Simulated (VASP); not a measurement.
Yb:

```
Yb
1.0
     3.87990    0.00000    0.00000
    -1.93995    3.36009    0.00000
     0.00000    0.00000    6.38590
Yb
2
Direct
  0.33333 0.66667 0.25000
  0.66667 0.33333 0.75000
```

This isn't the form of Yb at room conditions, which is fcc.

Base run:

* Program: VASP 6.6.1
* Functional: r2SCAN
* Potentials or basis: VASP PAW PBE potentials, release 64 (Yb)
* Cutoff: 520 eV
* k mesh: 7 × 7 × 4
* Occupations: fermi-dirac, width 0.1 eV
* Spin: no spin polarisation

Its results: band gap on the k mesh zero (bands 24 and 25 overlap by 0.13 eV); pressure -1.7 GPa.

Question: The run is repeated on the same cell with these changes: k mesh from 7 × 7 × 4 to 3 × 3 × 2. What comes out?

Answer: Band gap on the k mesh zero (bands 24 and 25 overlap by 0.38 eV); pressure -2.7 GPa.

Caveats: some runs use coarse meshes; the PAW data sets were made with another functional, which shifts forces and pressure a little; spin-orbit coupling is left out, which moves the levels of the heavy elements.
